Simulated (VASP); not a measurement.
A run of VASP 6.6.1:

The input POSCAR:

```
As
1.0
    4.5664000000      0.0000000000      0.0000000000
   -2.2832000000      3.9546200000      0.0000000000
    0.0000000000      0.0000000000      2.8337400000
As
2
Direct
    0.3333300000      0.6666700000      0.0000000000
    0.6666700000      0.3333300000      0.0000000000
```

INCAR.step1

```
  PREC = Accurate
  ENCUT = 520
  EDIFF = 1E-6
  ISMEAR = -1
  SIGMA = 0.05
  LREAL = False
  LASPH = True
  NELM = 100
  ALGO = Normal
  ISIF = 2
  LWAVE = False
  LCHARG = True
  GGA = RP
  NBANDS = 12
```

File KPOINTS.step1:

```
regular mesh
0
Gamma
  4 4 5
```

INCAR.step2

```
  PREC = Accurate
  ENCUT = 520
  EDIFF = 1E-6
  ISMEAR = -5
  SIGMA = 0.05
  LREAL = False
  LASPH = True
  NELM = 100
  ALGO = Normal
  ISIF = 2
  LWAVE = False
  LCHARG = False
  GGA = RP
  LORBIT = 11
  NBANDS = 12
  NEDOS = 2001
  ICHARG = 11
```

The input KPOINTS.step2:

```
regular mesh
0
Gamma
  6 6 8
```

Potentials or basis: VASP PAW PBE potentials, release 64 (As).

The run is started by

```sh
$ cat potpaw_PBE.64/As/POTCAR > POTCAR
$ cp INCAR.step1 INCAR
$ cp KPOINTS.step1 KPOINTS
$ mpirun -np 1 vasp_std > vasp.out
$ cp INCAR.step2 INCAR
$ cp KPOINTS.step2 KPOINTS
$ mpirun -np 1 vasp_std > vasp.out
```

Hardware: 1 thread of AMD EPYC 7R13, with other jobs on the host.

Problem. How long does it take, and how much memory?

Solution. Run time: 84 s on 1 thread of AMD EPYC 7R13, on a shared host, peak memory 0.15 GiB. Counts: k points 65.
